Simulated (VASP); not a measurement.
## BaY (L10 type): single point with PBE

The system is BaY (L10 type).

```
CELL_PARAMETERS angstrom
3.85318 0.00000 0.00000
0.00000 3.85318 0.00000
0.00000 0.00000 5.77946
ATOMIC_POSITIONS crystal
Ba 0.00000 0.00000 0.00000
Y 0.50000 0.50000 0.50000
```

| Property | Result |
| --- | --- |
| Program | VASP 6.6.1 |
| Task | single point |
| Functional | PBE |
| Potentials or basis | VASP PAW PBE potentials, release 64 (Ba_sv, Y_sv) |
| Cutoff | 520 eV |
| k mesh | 11 × 11 × 8 |
| Occupations | fermi-dirac, width 0.03 eV |
| Spin | no spin polarisation |

```json
{
 "Pressure": "0.1 GPa",
 "Band gap on the k mesh": "zero (an odd number of electrons rules out a gap without spin polarisation)"
}
```

Levels at points of the mesh, in eV from the Fermi level:
| k point | band 8 | band 9 | band 10 | band 11 | band 12 | band 13 |
| --- | --- | --- | --- | --- | --- | --- |
| (0.00, 0.00, 0.00) | -12.91 | -3.73 | -1.24 | -0.50 | 1.63 | 1.75 |
| (0.00, 0.00, 0.50) | -12.91 | -2.49 | -1.71 | 0.02 | 0.70 | 1.08 |

Wall time 4.1 min on 1 thread of AMD EPYC 7R13, on a shared host, peak memory 0.31 GiB.

Caveat: spin-orbit coupling is left out, which moves the levels of the heavy elements.
